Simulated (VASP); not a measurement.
# TiSe3 (P-62m) in VASP: notebook, part 2 of 2

VASP 6.6.1. The steps go on from the part before.

## (4) Relaxation of cell and atoms, PBE

INCAR reads:

```
SYSTEM = TiSe3
  PREC = Accurate
  ENCUT = 600
  EDIFF = 1E-6
  ISMEAR = 0
  SIGMA = 0.1
  LREAL = .FALSE.
  LASPH = .TRUE.
  NELM = 100
  ALGO = Normal
  ISIF = 3
  LWAVE = .FALSE.
  LCHARG = .FALSE.
  GGA = PE
  IBRION = 2
  NSW = 90
  EDIFFG = -0.04
```

KPOINTS reads:

```
regular mesh
0
G
  6 6 6
  0 0 0
```

POSCAR reads:

```
TiSe3
1.0
    5.6263607750      0.0000000000      0.0000000000
   -2.8131803875      4.8725713620      0.0000000000
    0.0000000000      0.0000000000      3.5185191206
Ti Se
1 3
Direct
    0.0000000000      0.0000000000      0.5000000000
    0.6681914918      0.0000000000      0.0000000000
    0.0000000000      0.6681914918      0.0000000000
    0.3318085082      0.3318085082      0.0000000000
```

Run with:

```sh
$ cat potpaw_PBE.64/Ti_sv/POTCAR potpaw_PBE.64/Se/POTCAR > POTCAR
$ mpirun -np 1 vasp_std > vasp.out
```

Run time: 93 s. Hardware: 1 thread of Intel Xeon Platinum 8488C (Sapphire Rapids), shared host; peak memory 0.28 GiB.

The run converged. Its results:

```yaml
Free_energy: -20.3472 eV
Relaxed_volume: 24.11 Å³/atom
Relaxed_cell: a = 5.637 Å, b = 5.637 Å, c = 3.505 Å, α = 90.00°, β = 90.00°, γ = 120.00°
Space_group_after_relaxing_to_0.1_Å: P-62m (No. 189)
Energy_gained_by_relaxing: 0.3 meV/atom
Ionic_steps: 2
Pressure_after_relaxing: 0.0 GPa
Largest_force_after_relaxing: 0.022 eV/Å
Band_gap_on_the_k_mesh: zero (bands 15 and 16 overlap by 1.31 eV)
```

Forces in eV/Å, atoms in the order of the input:
```
Ti   0.000  0.000  0.000
Se  -0.022  0.000  0.000
Se   0.011 -0.019  0.000
Se   0.011  0.019  0.000
```

Stress tensor (GPa, compression positive):
```
 0.11  0.00  0.00
 0.00  0.11  0.00
 0.00  0.00 -0.12
```

Step by step:
| step | energy change (eV) | largest force (eV/Å) | pressure (GPa) | volume (Å³) |
| --- | --- | --- | --- | --- |
| 1 | 0.0000 | 0.0358 | -0.01 | 96.46 |
| 2 | -0.0013 | 0.0220 | 0.03 | 96.45 |

Final structure:
```xyz
4
Lattice="5.6367 0.0000 0.0000 -2.8183 4.8815 0.0000 0.0000 0.0000 3.5052" Properties=species:S:1:pos:R:3 pbc="T T T"
Ti    2.8183    4.8815    1.7526
Se    0.9463    4.8815    0.0000
Se    3.7543    3.2603    0.0000
Se    0.9360    1.6212    3.5052
```

Levels at points of the mesh, in eV from the Fermi level:
| k point | band 12 | band 13 | band 14 | band 15 | band 16 | band 17 | band 18 | band 19 |
| --- | --- | --- | --- | --- | --- | --- | --- | --- |
| (0.00, 0.00, 0.00) | -1.26 | -1.26 | -0.95 | 0.14 | 0.14 | 0.91 | 2.88 | 2.88 |
| (0.50, 0.00, 0.00) | -1.37 | -0.91 | -0.50 | -0.24 | 0.07 | 0.81 | 1.74 | 1.99 |
| (0.00, 0.00, 0.50) | -2.93 | -2.93 | -2.34 | 1.24 | 1.24 | 1.52 | 1.52 | 1.77 |
| (0.50, 0.00, 0.50) | -2.49 | -2.09 | -1.35 | -0.20 | 0.62 | 0.81 | 1.20 | 1.76 |

## (5) Single point, PBE, collinear spin

This run uses another cell than the first one, of 28.88 Å³/atom.

INCAR reads:

```
PREC = Accurate
ENCUT = 520
EDIFF = 1E-6
ISMEAR = 0
SIGMA = 0.1
LREAL = False
LASPH = True
NELM = 150
ALGO = Normal
ISIF = 2
LWAVE = False
LCHARG = True
ISPIN = 2
MAGMOM = 1 0 0 0
LORBIT = 11
LMAXMIX = 4
GGA = PE
LELF = True
LVHAR = True
NBANDS = 27
```

KPOINTS reads:

```
regular mesh
0
Gamma
  6 6 4
```

POSCAR reads:

```
TiSe3
1.0
    4.6379080700      0.0000000000      0.0000000000
   -2.3189540400      4.0165462100      0.0000000000
    0.0000000000      0.0000000000      6.2007215700
Ti Se
1 3
Direct
    0.0000000000      0.0000000000      0.5000000000
    0.5360852400      0.0000000000      0.0000000000
    0.0000000000      0.5360852400      0.0000000000
    0.4639147600      0.4639147600      0.0000000000
```

Run with:

```sh
$ cat potpaw_PBE.64/Ti_sv/POTCAR potpaw_PBE.64/Se/POTCAR > POTCAR
$ mpirun -np 1 vasp_std > vasp.out
```

Run time: 2.9 min. Hardware: 1 thread of Intel Xeon Platinum 8488C (Sapphire Rapids), shared host; peak memory 0.34 GiB.

It converged, with:

```yaml
Free_energy: -11.5406 eV
Pressure: 18.0 GPa
Largest_force: 1.062 eV/Å
Net_moment: 2.54 μB per cell
Site_moments: Ti +1.95; Se -0.04 μB
Valence_electrons_inside_the_program's_atomic_spheres: Ti 10.04; Se 3.98
```

Forces on the atoms (eV/Å):
```
Ti   0.000  0.000  0.000
Se   1.062  0.000  0.000
Se  -0.531  0.920  0.000
Se  -0.531 -0.920  0.000
```

Stress tensor (GPa, compression positive):
```
31.22  0.00  0.00
 0.00 31.22  0.00
 0.00  0.00 -8.43
```

Levels at points of the mesh, in eV from the Fermi level:
Spin up:
```csv
k point,band 12,band 13,band 14,band 15,band 16,band 17,band 18,band 19,band 20,band 21
"(0.00, 0.00, 0.00)",-2.31,-0.84,-0.22,-0.22,-0.12,-0.12,0.35,0.35,1.94,4.83
"(0.50, 0.00, 0.00)",-0.96,-0.89,-0.85,-0.79,-0.72,-0.04,0.13,0.44,0.59,0.78
"(0.00, 0.00, 0.50)",-1.25,-0.67,-0.67,0.14,0.38,0.38,0.45,0.45,0.51,3.00
"(0.50, 0.00, 0.50)",-0.94,-0.85,-0.80,-0.56,-0.39,-0.07,0.06,0.10,0.38,1.02
```
Spin down:
| k point | band 12 | band 13 | band 14 | band 15 | band 16 | band 17 |
| --- | --- | --- | --- | --- | --- | --- |
| (0.00, 0.00, 0.00) | -1.32 | -0.17 | -0.17 | 0.78 | 1.38 | 1.38 |
| (0.50, 0.00, 0.00) | -0.93 | -0.86 | -0.81 | -0.46 | 0.73 | 1.47 |
| (0.00, 0.00, 0.50) | -0.32 | -0.32 | 0.32 | 0.72 | 1.53 | 1.53 |
| (0.50, 0.00, 0.50) | -0.95 | -0.85 | -0.75 | -0.39 | 1.08 | 1.45 |

Caveat: the stress differs along the axes, from -8 to 31 GPa; forces of over 1 eV/Å act on the atoms, so gaps and moduli don't describe the material at rest.

## (6) Single point, PBE

This run uses another cell than the first one, of 23.93 Å³/atom.

INCAR reads:

```
PREC = Accurate
ENCUT = 520
EDIFF = 1E-6
ISMEAR = 0
SIGMA = 0.1
LREAL = F
LASPH = T
NELM = 100
ALGO = Normal
ISIF = 2
LWAVE = F
LCHARG = F
GGA = PE
NBANDS = 23
```

KPOINTS reads:

```
Automatic mesh
0
Gamma
  12 12 14
```

POSCAR reads:

```
TiSe3
1.0
    5.6350510541      0.0000000000      0.0000000000
   -2.8175255270      4.8800973644      0.0000000000
    0.0000000000      0.0000000000      3.4808386593
Ti Se
1 3
Direct
    0.0000000000      0.0000000000      0.5000000000
    0.6658541347      0.0000000000      0.0000000000
    0.0000000000      0.6658541347      0.0000000000
    0.3341458653      0.3341458653      0.0000000000
```

Potentials or basis: VASP PAW PBE potentials, release 64 (Ti_sv, Se).

Run with:

```sh
$ cat potpaw_PBE.64/Ti_sv/POTCAR potpaw_PBE.64/Se/POTCAR > POTCAR
$ mpirun -np 1 vasp_std > vasp.out
```

Wall time 3.7 min (1 thread of Intel Xeon Platinum 8488C (Sapphire Rapids), shared host); peak memory 0.44 GiB.

It converged, with:

```
Free energy            : -20.3603 eV
Pressure               : 0.1 GPa
Largest force          : 0.011 eV/Å
Band gap on the k mesh : zero (bands 15 and 16 overlap by 1.45 eV)
```

Forces in eV/Å, atoms in the order of the input:
```
Ti   0.000  0.000  0.000
Se  -0.011  0.000  0.000
Se   0.006 -0.010  0.000
Se   0.006  0.010  0.000
```

Levels at points of the mesh, in eV from the Fermi level:
```csv
k point,band 13,band 14,band 15,band 16,band 17,band 18
"(0.00, 0.00, 0.00)",-1.17,-0.86,0.14,0.14,0.91,2.92
"(0.50, 0.00, 0.00)",-0.94,-0.46,-0.13,0.06,0.81,1.75
"(0.00, 0.00, 0.50)",-2.95,-2.37,1.28,1.28,1.55,1.55
"(0.50, 0.00, 0.50)",-2.10,-1.30,-0.19,0.63,0.82,1.22
```

## (7) Overview

```tsv
task	spin	cell	k mesh	cutoff (eV)	gap on the mesh (eV)	pressure (GPa)	moment (μB)	largest force (eV/Å)
single point	off	a = 5.650, b = 5.650, c = 3.488 Å, angles 90.0, 90.0, 120.0°, 4 atoms, atomic positions A	6 × 6 × 6	520	none	0.1	-	0.01
single point	collinear	a = 5.626, b = 5.626, c = 3.519 Å, angles 90.0, 90.0, 120.0°, 4 atoms, atomic positions B	6 × 6 × 4	520	none	0.2	0.00	0.01
relaxation of cell and atoms	off	relaxed from a = 5.626, b = 5.626, c = 3.519 Å, angles 90.0, 90.0, 120.0°, 4 atoms, atomic positions B	6 × 6 × 6	600	none	0.0	-	0.02
single point	collinear	a = 4.638, b = 4.638, c = 6.201 Å, angles 90.0, 90.0, 120.0°, 4 atoms, atomic positions C	6 × 6 × 4	520	none	18.0	2.54	1.06
single point	off	a = 5.635, b = 5.635, c = 3.481 Å, angles 90.0, 90.0, 120.0°, 4 atoms, atomic positions D	12 × 12 × 14	520	none	0.1	-	0.01
```

Alike in all rows: level PBE; potentials or basis VASP PAW PBE potentials, release 64 (Ti_sv, Se); smearing gaussian 0.1 eV.

Caveats: some runs use coarse meshes; the stress differs along the axes, from -8 to 31 GPa (at least some runs); forces of over 1 eV/Å act on the atoms, so gaps and moduli don't describe the material at rest (at least some runs).

Absolute energies hang on the potentials; compare differences alone.
